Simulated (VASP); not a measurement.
Set up this calculation in VASP 6.6.1, as the native input.

```yaml
Task: single point
Functional: PBEsol
Potentials_or_basis: VASP PAW PBE potentials, release 64 (Al, N)
Cutoff: 520 eV
k_mesh: 10 × 10 × 10
Occupations: gaussian, width 0.05 eV
Spin: no spin polarisation
Dipole_correction: no
Further_INCAR_settings: ALGO = Normal; EDIFF = 1e-06; NBANDS = 11
```

The structure of AlN lies in POSCAR:

```
AlN
1.0
    0.0000000000      2.1477739041      1.8256078185
    2.1477739041      0.0000000000      1.8256078185
    2.1477739041      2.1477739041      0.0000000000
Al N
1 1
Direct
    0.5000000000      0.5000000000      0.5000000000
    0.0000000000      0.0000000000      0.0000000000
```

This cell differs from its parent crystal: ratio of the length along z to the lengths across it x 0.85, volume and fractional coordinates fixed.

These files were run (other wordings do the same):

INCAR

```
SYSTEM = AlN
PREC     = Accurate       ! precision mode
ENCUT    = 520            ! plane-wave cutoff, eV
EDIFF    = 1E-6           ! SCF threshold, eV
ISMEAR   = 0              ! smearing method
SIGMA    = 0.05           ! smearing width, eV
LREAL    = .False.        ! projectors in reciprocal space
LASPH    = .True.         ! aspherical terms in the spheres
NELM     = 100            ! most SCF steps
ALGO     = Normal         ! electronic algorithm
ISIF     = 2              ! what is computed and relaxed
LWAVE    = .False.        ! write WAVECAR
LCHARG   = .False.        ! write CHGCAR
GGA      = PS             ! functional
NBANDS   = 11             ! bands
```

KPOINTS

```
Automatic mesh
0
Gamma
  10 10 10
  0 0 0
```

Potentials or basis: VASP PAW PBE potentials, release 64 (Al, N).

Launch:

```bash
$ cat potpaw_PBE.64/Al/POTCAR potpaw_PBE.64/N/POTCAR > POTCAR
$ mpirun -np 1 vasp_std > vasp.out
```

Results of the run:

```
Pressure               : 9.2 GPa
Band gap on the k mesh : 3.68 eV, indirect (least direct gap 4.66 eV)
```

Caveat: the PAW data sets were made with another functional, which shifts forces and pressure a little.

Run time: 5.8 s on 1 thread of Intel(R) Xeon(R) 6975P-C (Granite Rapids) (shared host), peak memory 0.14 GiB.
